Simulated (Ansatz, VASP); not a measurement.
Mo: VASP beside Ansatz

File POSCAR:

```
Mo
1.0
   -1.5741639107      1.5741639107      1.5741639107
    1.5741639107     -1.5741639107      1.5741639107
    1.5741639107      1.5741639107     -1.5741639107
Mo
1
Direct
    0.0000000000      0.0000000000      0.0000000000
```

Contents of INCAR.step1:

```
  ALGO = Normal
  EDIFF = 1E-5
  ENCUT = 520
  GGA = PE
  ISIF = 2
  ISMEAR = -1
  LASPH = True
  LCHARG = False
  LREAL = False
  LWAVE = True
  NBANDS = 13
  NELM = 80
  PREC = Accurate
  SIGMA = 0.02
```

File INCAR.step2:

```
  ALGO = Normal
  EDIFF = 1E-6
  ENCUT = 520
  GGA = PE
  HFSCREEN = 0.2079
  ISIF = 2
  ISMEAR = -1
  ISTART = 1
  LASPH = True
  LCHARG = False
  LHFCALC = True
  LREAL = False
  LWAVE = False
  NBANDS = 13
  NELM = 80
  PREC = Accurate
  PRECFOCK = Normal
  SIGMA = 0.02
```

Contents of KPOINTS:

```
k-points
0
Gamma
  8 8 8
```

Input for Ansatz:

```yaml
crystal:
  lattice:
    - [-1.5741639107, 1.5741639107, 1.5741639107]
    - [1.5741639107, -1.5741639107, 1.5741639107]
    - [1.5741639107, 1.5741639107, -1.5741639107]
  atoms:
    - { symbol: Mo, position: [0.0, 0.0, 0.0] }
kpoints:
  mp_grid: { grid: [8, 8, 8] }
hamiltonian:
  xc: hse06
scf:
  occupations: { method: fermi_dirac, width: 0.02 }
  n_extra_bands: 4
output:
  forces: true
  stress: true
  eigenvalues: true
  write_density: true
  write_potential: true
  elf: true
  volumetric_format: npy
```

Alike in both runs: task single point; functional HSE06; k mesh 8 × 8 × 8; occupations fermi-dirac, width 0.02 eV; no spin polarisation.

|  | VASP | Ansatz |
| --- | --- | --- |
| version | VASP 6.6.1 | Ansatz 0.2.0 |
| potentials or method | VASP PAW PBE potentials, release 64 (Mo_sv) | plane waves, PAW |
| plane-wave cutoff (eV) | 520 | 420 |
| valence electrons in the cell | 14 | 14 |

```csv
,VASP,Ansatz,Ansatz less VASP
pressure (GPa),-1.1,-2.0,-0.89
```

Ansatz's warnings: filled band counts differ across k points, stress exchange threshold loose, stress scf threshold loose.
